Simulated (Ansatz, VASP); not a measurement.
## Two plane-wave programs on AlN

```
Al N
1.0
     3.26243    0.00000    0.00000
    -1.63122    2.82535    0.00000
     0.00000    0.00000    4.12475
Al N
2 2
Cartesian
  0.0000 1.8836 3.0936
  1.6312 0.9418 1.0312
  0.0000 1.8836 1.0312
  1.6312 0.9418 3.0936
```

Change from the starting cell: strain -0.015 along x and y, -0.015 along z, atoms carried along.

Alike in both runs: task single point; functional LDA; k mesh 9 × 9 × 6; occupations gaussian, width 0.05 eV; no spin polarisation.

```csv
,VASP,Ansatz
version,VASP 6.6.1,Ansatz 0.2.0
potentials or method,"VASP PAW LDA potentials, release 64 (Al, N), cutoff 600 eV","scalar-relativistic, plane waves, PAW"
valence electrons in the cell,16,16
```

```tsv
	VASP	Ansatz	Ansatz less VASP
gap on the k mesh at the Fermi level (eV)	3.62	3.61	-0.009
least direct gap on the mesh (eV)	3.62	3.61	-0.009
pressure (GPa)	1.3	0.8	-0.50
traceless stress, the component that is largest in VASP (GPa)	-1.73	-1.49	+0.239
```

LDA's correlation is that of Perdew and Zunger in VASP and of Perdew and Wang (1992) in Ansatz.
